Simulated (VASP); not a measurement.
Wanted: the native input for a VASP 6.6.1 run.

```
Task                   : single point
Functional             : PBEsol
Potentials or basis    : VASP PAW PBE potentials, release 64 (Mo_sv, C)
Cutoff                 : 600 eV
k mesh                 : 4 × 4 × 4
Occupations            : gaussian, width 0.05 eV
Spin                   : collinear spin
Starting moments       : [1.0, 0.0, 0.0, 0.0, 0.0, 0.0, 0.0, 0.0, 0.0, 0.0, 0.0, 0.0, 0.0, 0.0, 0.0, 0.0] μB
Fixed moment           : 1 μB
Hubbard terms          : Mo d U = 2.0 eV
Dipole correction      : no
Further INCAR settings : ALGO = Normal; EDIFF = 1e-06; NBANDS = 55
```

The structure of MoC15 lies in POSCAR:

```
MoC15
1.0
    0.0000000000      3.5668800000      3.5668800000
    3.5668800000      0.0000000000      3.5668800000
    3.5668800000      3.5668800000      0.0000000000
Mo C
1 15
Direct
    1.0000000000      0.0000000000      0.0000000000
    0.0011991179      0.0011991179      0.4988008821
    0.0011991179      0.4988008821      0.0011991179
    0.0011991179      0.4988008821      0.4988008821
    0.4988008821      0.0011991179      0.0011991179
    0.4988008821      0.0011991179      0.4988008821
    0.4988008821      0.4988008821      0.0011991179
    0.5000000000      0.5000000000      0.5000000000
    0.1435774638      0.1435774638      0.1435774638
    0.1435774638      0.1435774638      0.5692676086
    0.1435774638      0.5692676086      0.1435774638
    0.1272634341      0.6242455220      0.6242455220
    0.5692676086      0.1435774638      0.1435774638
    0.6242455220      0.1272634341      0.6242455220
    0.6242455220      0.6242455220      0.1272634341
    0.6242455220      0.6242455220      0.6242455220
```

The input as run:

INCAR

```
SYSTEM = MoC15
PREC     = Accurate       ! precision mode
ENCUT    = 600            ! plane-wave cutoff, eV
EDIFF    = 1E-6           ! SCF threshold, eV
ISMEAR   = 0              ! smearing method
SIGMA    = 0.05           ! smearing width, eV
LREAL    = .FALSE.        ! projectors in reciprocal space
LASPH    = .TRUE.         ! aspherical terms in the spheres
NELM     = 200            ! most SCF steps
ALGO     = Normal         ! electronic algorithm
ISIF     = 2              ! what is computed and relaxed
LWAVE    = .FALSE.        ! write WAVECAR
LCHARG   = .FALSE.        ! write CHGCAR
ISPIN    = 2              ! spin polarisation
MAGMOM   = 1 0 0 0 0 0 0 0 0 0 0 0 0 0 0 0 ! initial moments
LORBIT   = 11             ! projections on sites
NUPDOWN  = 1.0            ! fixed moment
LMAXMIX  = 4              ! l up to which the mixer works
LDAU     = .TRUE.         ! DFT+U
LDAUTYPE = 2            
LDAUL    = 2 -1           ! shell
LDAUU    = 2 0            ! U, eV
LDAUJ    = 0 0          
LDAUPRINT= 1            
GGA      = PS             ! functional
NBANDS   = 55             ! bands
GGA_COMPAT= .FALSE.
```

KPOINTS

```
regular mesh
0
G
  4 4 4
  0 0 0
```

Potentials or basis: VASP PAW PBE potentials, release 64 (Mo_sv, C).

Run with:

```bash
$ cat potpaw_PBE.64/Mo_sv/POTCAR potpaw_PBE.64/C/POTCAR > POTCAR
$ mpirun -np 1 vasp_std > vasp.out
```

Results of the run:

```json
{
 "Pressure": "71.3 GPa",
 "Largest force": "0.313 eV/Å",
 "Net moment": "1.00 μB per cell",
 "Site moments": "Mo +0.78; C +0.02, +0.00, -0.00 (each value once) μB",
 "Valence electrons inside the program's atomic spheres": "Mo 14.39; C 2.62, 2.58, 2.77, 2.55 (each value once)"
}
```

Caveat: the k points lie up to 0.38 Å⁻¹ apart; the PAW data sets were made with another functional, which shifts forces and pressure a little; the total moment is fixed, so each spin has its own Fermi level; the U is typed as a test and isn't derived for this compound.

Run time: 3.1 min on 1 thread of Intel Xeon 8259CL (shared host), peak memory 0.32 GiB.
